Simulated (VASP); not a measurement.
# TePb (Fm-3m) in VASP: further runs

Aim: see how the results for TePb move with the level of theory and the settings. Levels: PBE, PBEsol. Tasks: elastic constants.

All numbers are computed with VASP 6.6.1; they aren't measurements. Logs are shortened: lines on timing, memory, paths and dates and some standing lists are left out, and cuts for length are marked.

### Step 1. The cell of the first run

The structure is cubic, space group Fm-3m (No. 225). Conventional cell: a = 6.462 Å, b = 6.462 Å, c = 6.462 Å, α = 90.00°, β = 90.00°, γ = 90.00°. Pb (site symmetry m-3m) has 6 Te at 3.23 Å within 4.3 Å. Within 4.3 Å of Te (site symmetry m-3m) lie 6 Pb at 3.23 Å.

### Step 2. Elastic constants, PBE

File INCAR:

```
PREC     = Accurate       # precision mode
ENCUT    = 600            # plane-wave cutoff, eV
EDIFF    = 1E-8           # SCF threshold, eV
ISMEAR   = 0              # smearing method
SIGMA    = 0.01           # smearing width, eV
LREAL    = False          # projectors in reciprocal space
LASPH    = True           # aspherical terms in the spheres
NELM     = 60             # most SCF steps
ALGO     = Normal         # electronic algorithm
ISIF     = 3              # what is computed and relaxed
LWAVE    = False          # write WAVECAR
LCHARG   = True           # write CHGCAR
GGA      = PE             # functional
IBRION   = 6              # ionic algorithm
NFREE    = 2            
POTIM    = 0.015          # step
NSW      = 1              # ionic steps
```

File KPOINTS:

```
regular mesh
0
Gamma
  5 5 5
```

File POSCAR:

```
TePb
1.0
    0.0000000000      3.2310000000      3.2310000000
    3.2310000000      0.0000000000      3.2310000000
    3.2310000000      3.2310000000      0.0000000000
Pb Te
1 1
Direct
    0.0000000000      0.0000000000      0.0000000000
    0.5000000000      0.5000000000      0.5000000000
```

Potentials or basis: VASP PAW PBE potentials, release 64 (Pb_d, Te).

The run is started by

```console
cat potpaw_PBE.64/Pb_d/POTCAR potpaw_PBE.64/Te/POTCAR > POTCAR
mpirun -np 1 vasp_std > vasp.out
```

OUTCAR:

```text
PREC = Accurate
   ENCUT = 600
   EDIFF = 1E-8
   ISMEAR = 0
   LREAL = False
   LASPH = True
   NELM = 60
   ISIF = 3
   GGA = PE
   IBRION = 6
   NFREE = 2
   POTIM = 0.015
   NSW = 1

 ion  position               nearest neighbor table
   1  0.000  0.000  0.000-   2 3.23   2 3.23   2 3.23   2 3.23   2 3.23   2 3.23
   2  0.500  0.500  0.500-   1 3.23   1 3.23   1 3.23   1 3.23   1 3.23   1 3.23

  LATTYP: Found a face centered cubic cell.
 ALAT       =     6.4620000000

  Lattice vectors:

 A1 = (   0.0000000000,   3.2310000000,   3.2310000000)
 A2 = (   3.2310000000,   0.0000000000,   3.2310000000)
 A3 = (   3.2310000000,   3.2310000000,   0.0000000000)

Analysis of symmetry for initial positions (statically):
=====================================================================
 Subroutine PRICEL returns:
 Original cell was already a primitive cell.

 Routine SETGRP: Setting up the symmetry group for a
 face centered cubic supercell.

 Subroutine GETGRP returns: Found 48 space group operations
 (whereof 48 operations were pure point group operations)
 out of a pool of 48 trial point group operations.

The static configuration has the point symmetry O_h .

Analysis of symmetry for dynamics (positions and initial velocities):
=====================================================================
 Subroutine PRICEL returns:
 Original cell was already a primitive cell.

 Routine SETGRP: Setting up the symmetry group for a
 face centered cubic supercell.

 Subroutine GETGRP returns: Found 48 space group operations
 (whereof 48 operations were pure point group operations)
 out of a pool of 48 trial point group operations.

The dynamic configuration has the point symmetry O_h .

 Subroutine INISYM returns: Found 48 space group operations
 (whereof 48 operations are pure point group operations),
 and found     1 'primitive' translations

----------------------------------------------------------------------------------------

                                     Primitive cell

  volume of cell :      67.4592

  direct lattice vectors                    reciprocal lattice vectors
     0.000000000  3.231000000  3.231000000    -0.154750851  0.154750851  0.154750851
     3.231000000  0.000000000  3.231000000     0.154750851 -0.154750851  0.154750851
     3.231000000  3.231000000  0.000000000     0.154750851  0.154750851 -0.154750851

  length of vectors
     4.569324020  4.569324020  4.569324020     0.268036337  0.268036337  0.268036337

  position of ions in fractional coordinates (direct lattice)
     0.000000000  0.000000000  0.000000000
     0.500000000  0.500000000  0.500000000

  ion indices of the primitive-cell ions
   primitive index   ion index
                 1           1
                 2           2

----------------------------------------------------------------------------------------

 KPOINTS: regular mesh

Automatic generation of k-mesh.
 Grid dimensions read from file:
 generate k-points for:    5    5    5

 Generating k-lattice:

  Cartesian coordinates                     Fractional coordinates (reciprocal lattice)
    -0.030950170  0.030950170  0.030950170     0.200000000  0.000000000  0.000000000
     0.030950170 -0.030950170  0.030950170     0.000000000  0.200000000  0.000000000
[... 69 lines left out ...]
   LHFCALC =     F    Hartree Fock is set to
   AEXX    =    0.0000 exact exchange contribution
   IVDW    =     0    specifies the selected vdW correction
   LEPSILON=     F    determine dielectric tensor
   LRPA    =     F    only Hartree local field effects (RPA)
 finite differences with symmetry
 non-spin polarized calculation
 Gauss-broadening in eV      SIGMA  =   0.01
  energy-cutoff  :      600.00
  volume of cell :       67.46
 maximum number of plane-waves:      2263
 NGX is ok and might be reduce to    40
   NGX = 19   NGY = 19   NGZ = 19

--------------------------------------- Ionic step        1  -------------------------------------------

 number of electron      19.9999998 magnetization

 Free energy of the ion-electron system (eV)
  ---------------------------------------------------
  ext. energy  EPLUGINS =         0.00000000
  ---------------------------------------------------
  free energy    TOTEN  =        -7.50278197 eV

  energy without entropy =       -7.50278197  energy(sigma->0) =       -7.50278197

------------------------ aborting loop because EDIFF is reached ----------------------------------------

  FORCE on cell =-STRESS in cart. coord.  units (eV):
  Direction    XX          YY          ZZ          XY          YZ          ZX
  --------------------------------------------------------------------------------------
  -------------------------------------------------------------------------------------
  Total        0.8917225      0.8917225      0.8917225      0.0000000      0.0000000      0.0000000
  in kB       21.1787080     21.1787080     21.1787080      0.0000000      0.0000000      0.0000000
  external PRESSURE =      21.1787080 kB  Pullay stress =       0.0000000 kB
[... 89 lines left out ...]
  FREE ENERGIE OF THE ION-ELECTRON SYSTEM (eV)
  ---------------------------------------------------
  free  energy   TOTEN  =        -7.4828480164 eV

  energy  without entropy=       -7.4828480164  energy(sigma->0) =       -7.48284802

[... ionic steps 4 to 14 ...]

--------------------------------------- Ionic step       15  -------------------------------------------

 number of electron      19.9999999 magnetization

------------------------ aborting loop because EDIFF is reached ----------------------------------------
[... 67 lines left out ...]
--------------------------------------- Ionic step       17  -------------------------------------------

 number of electron      19.9999998 magnetization

 Free energy of the ion-electron system (eV)
  ---------------------------------------------------
  ext. energy  EPLUGINS =         0.00000000
  ---------------------------------------------------
  free energy    TOTEN  =        -7.50274289 eV

  energy without entropy =       -7.50274289  energy(sigma->0) =       -7.50274289

 E-fermi :   5.5266     XC(G=0):  -9.3015

 val. band max:        5.4619918835   @ k =   0.0000  -0.2000   0.2000
 cond. band min:       6.6693017100   @ k =   0.4000   0.0000   0.0000
 fundamental gap:      1.2073098264
 Fermi energy:         5.5266190577

 k-point     1 :       0.0000    0.0000    0.0000
  band No.  band energies     occupation
      1     -11.0993      2.00000
      2     -11.0993      2.00000
      3     -11.0899      2.00000
      4     -11.0899      2.00000
      5     -11.0899      2.00000
      6      -6.3956      2.00000
      7       0.0285      2.00000
      8       4.2763      2.00000
      9       4.2769      2.00000
     10       4.2769      2.00000
     11       9.7004      0.00000
     12       9.7004      0.00000
     13       9.7021      0.00000
     14      11.4203      0.00000
[... 316 lines left out ...]
  FREE ENERGIE OF THE ION-ELECTRON SYSTEM (eV)
  ---------------------------------------------------
  free  energy   TOTEN  =        -7.5027428891 eV

  energy  without entropy=       -7.5027428891  energy(sigma->0) =       -7.50274289

 INTERNAL STRAIN TENSORS FROM STRAINED CELLS
 ============================================

 INTERNAL STRAIN TENSOR FOR ION    1 for displacements in x,y,z  (eV/Angst):
          X           Y           Z          XY          YZ          ZX
  --------------------------------------------------------------------------------
  x    -0.00000    -0.00000     0.00000     0.00000     0.00000    -0.00000
  y     0.00000    -0.00000    -0.00000     0.00000    -0.00000     0.00000
  z    -0.00000     0.00000     0.00000    -0.00000    -0.00000     0.00000

 INTERNAL STRAIN TENSORS FROM DISPLACED ATOMS
 ============================================

 INTERNAL STRAIN TENSOR FOR ION    1 for displacements in x,y,z  (eV/Angst):
          X           Y           Z          XY          YZ          ZX
  --------------------------------------------------------------------------------
  x     0.00000     0.00000     0.00000     0.00000     0.00000     0.00000
  y     0.00000     0.00000     0.00000     0.00000     0.00000     0.00000
  z     0.00000     0.00000     0.00000     0.00000     0.00000     0.00000

 INTERNAL STRAIN TENSOR FOR ION    2 for displacements in x,y,z  (eV/Angst):
          X           Y           Z          XY          YZ          ZX
  --------------------------------------------------------------------------------
  x     0.00000     0.00000     0.00000     0.00000     0.00000     0.00000
  y     0.00000     0.00000     0.00000     0.00000     0.00000     0.00000
  z     0.00000     0.00000     0.00000     0.00000     0.00000     0.00000

 Eigenvectors and eigenvalues of the dynamical matrix
 ----------------------------------------------------

   1 f  =    1.037717 THz     6.520167 2PiTHz   34.614509 cm-1     4.291650 meV
             X         Y         Z           dx          dy          dz
      0.000000  0.000000  0.000000    -0.545607   -0.243408    0.150979
      3.231000  3.231000  3.231000     0.697323    0.311092   -0.192961
[... 21 lines left out ...]
   6 f/i=    0.001490 THz     0.009363 2PiTHz    0.049709 cm-1     0.006163 meV
             X         Y         Z           dx          dy          dz
      0.000000  0.000000  0.000000    -0.163494    0.605886    0.475860
      3.231000  3.231000  3.231000    -0.127923    0.474064    0.372327

--------------------------------------------------------------------------------------------------------

 ELASTIC MODULI CONTR FROM IONIC RELAXATION (kBar)
 Direction    XX          YY          ZZ          XY          YZ          ZX
 --------------------------------------------------------------------------------
 XX           0.0000      0.0000      0.0000      0.0000      0.0000      0.0000
 YY           0.0000      0.0000      0.0000      0.0000      0.0000      0.0000
 ZZ           0.0000      0.0000      0.0000      0.0000      0.0000      0.0000
 XY           0.0000      0.0000      0.0000      0.0000      0.0000      0.0000
 YZ           0.0000      0.0000      0.0000      0.0000      0.0000      0.0000
 ZX           0.0000      0.0000      0.0000      0.0000      0.0000      0.0000
 --------------------------------------------------------------------------------

 TOTAL ELASTIC MODULI (kBar)
 Direction    XX          YY          ZZ          XY          YZ          ZX
 --------------------------------------------------------------------------------
 XX        1284.5480     48.7693     48.7693      0.0000      0.0000     -0.0000
 YY          48.7693   1284.5480     48.7693     -0.0000      0.0000     -0.0000
 ZZ          48.7693     48.7693   1284.5480      0.0000     -0.0000     -0.0000
 XY           0.0000     -0.0000      0.0000    140.5906      0.0000     -0.0000
 YZ           0.0000      0.0000     -0.0000      0.0000    140.5906      0.0000
 ZX          -0.0000     -0.0000     -0.0000     -0.0000      0.0000    140.5906
 --------------------------------------------------------------------------------
```

Run time: 7.9 min. Hardware: 1 thread of Intel Xeon Platinum 8259CL at 2.50GHz (Skylake/Cascade Lake), shared host; peak memory 0.28 GiB.

What came out:

```yaml
Elastic_constants_C11_C12_C44: 128, 5, 14 GPa
Voigt_bulk_modulus: 46 GPa
Highest_phonon_frequency_at_Γ_LO-TO_splitting_left_out: 35 cm⁻¹
```

Phonon frequencies in cm⁻¹ (negative: imaginary):
```tsv
q point	frequencies
(0.000, 0.000, 0.000)	0 0 0 35 35 35
```

Elastic tensor in Voigt notation (GPa, in the Cartesian axes of the cell as first typed):
```
128   5   5   0   0   0
  5 128   5   0   0   0
  5   5 128   0   0   0
  0   0   0  14   0   0
  0   0   0   0  14   0
  0   0   0   0   0  14
```

Clamped-ion elastic tensor (GPa):
```
128   5   5   0   0   0
  5 128   5   0   0   0
  5   5 128   0   0   0
  0   0   0  14   0   0
  0   0   0   0  14   0
  0   0   0   0   0  14
```

Caveat: the cell is under stress, which shifts elastic constants; this odd mesh misses L, so gap, dielectric constants and Born charges aren't listed; spin-orbit coupling is left out, which moves the levels of the heavy elements.

### Step 3. Elastic constants, PBEsol

File INCAR:

```
SYSTEM = TePb
ALGO     = Normal         ! electronic algorithm
EDIFF    = 1E-8           ! SCF threshold, eV
ENCUT    = 600            ! plane-wave cutoff, eV
GGA      = PS             ! functional
IBRION   = 6              ! ionic algorithm
ISIF     = 3              ! what is computed and relaxed
ISMEAR   = 0              ! smearing method
LASPH    = .TRUE.         ! aspherical terms in the spheres
LCHARG   = .FALSE.        ! write CHGCAR
LREAL    = .FALSE.        ! projectors in reciprocal space
LWAVE    = .FALSE.        ! write WAVECAR
NBANDS   = 17             ! bands
NELM     = 60             ! most SCF steps
NFREE    = 2            
NSW      = 1              ! ionic steps
POTIM    = 0.015          ! step
PREC     = Accurate       ! precision mode
SIGMA    = 0.01           ! smearing width, eV
```

File KPOINTS:

```
k-points
0
G
  5 5 5
  0 0 0
```

POSCAR is that of step 2.

Potentials or basis: VASP PAW PBE potentials, release 64 (Pb_d, Te).

The run is started by

```console
cat potpaw_PBE.64/Pb_d/POTCAR potpaw_PBE.64/Te/POTCAR > POTCAR
mpirun -np 1 vasp_std > vasp.out
```

Wall time 10 min (1 thread of Intel Xeon Platinum 8259CL at 2.50GHz (Skylake/Cascade Lake), shared host); peak memory 0.29 GiB.

The run converged. Its results:

| Item | Value |
| --- | --- |
| Elastic constants C11, C12, C44 | 122, 5, 15 GPa |
| Voigt bulk modulus | 44 GPa |
| Highest phonon frequency at Γ, LO-TO splitting left out | 21 cm⁻¹ |

Phonon frequencies in cm⁻¹ (negative: imaginary):
```csv
q point,frequencies
"(0.000, 0.000, 0.000)",0 0 0 21 21 21
```

Elastic tensor in Voigt notation (GPa, in the Cartesian axes of the cell as first typed):
```
122   5   5   0   0   0
  5 122   5   0   0   0
  5   5 122   0   0   0
  0   0   0  15   0   0
  0   0   0   0  15   0
  0   0   0   0   0  15
```

Clamped-ion elastic tensor (GPa):
```
122   5   5   0   0   0
  5 122   5   0   0   0
  5   5 122   0   0   0
  0   0   0  15   0   0
  0   0   0   0  15   0
  0   0   0   0   0  15
```

Caveat: this odd mesh misses L, so gap, dielectric constants and Born charges aren't listed; the PAW data sets were made with another functional, which shifts forces and pressure a little; spin-orbit coupling is left out, which moves the levels of the heavy elements.
